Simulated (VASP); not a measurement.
A run of VASP 6.6.1 is set up as follows.

INCAR

```
SYSTEM = TiTe2
  PREC = Accurate
  ENCUT = 520
  EDIFF = 1E-8
  ISMEAR = 0
  SIGMA = 0.03
  LREAL = .FALSE.
  LASPH = .TRUE.
  NELM = 100
  ALGO = Normal
  ISIF = 2
  LWAVE = .FALSE.
  LCHARG = .FALSE.
  GGA = PS
  NBANDS = 19
  IBRION = 8
  NSW = 1
```

Contents of KPOINTS:

```
Automatic mesh
0
G
  12 12 8
  0 0 0
```

POSCAR

```
TiTe2
1.0
    3.6142595309      0.0000000000      0.0000000000
   -1.8071297655      3.1300405696      0.0000000000
    0.0000000000      0.0000000000      6.2173018757
Ti Te
1 2
Direct
    0.0000000000      0.0000000000      0.0000000000
    0.3333333333      0.6666666667      0.2781225529
    0.6666666667      0.3333333333      0.7218774471
```

Potentials or basis: VASP PAW PBE potentials, release 64 (Ti_sv, Te).

Launch:

```bash
$ cat potpaw_PBE.64/Ti_sv/POTCAR potpaw_PBE.64/Te/POTCAR > POTCAR
$ mpirun -np 1 vasp_std > vasp.out
```

(1) What does it give for the highest phonon frequency at Γ, LO-TO splitting left out?

Results:

(1) 305 cm⁻¹.

Caveat: the cell wasn't relaxed at this level first, which shifts response properties.
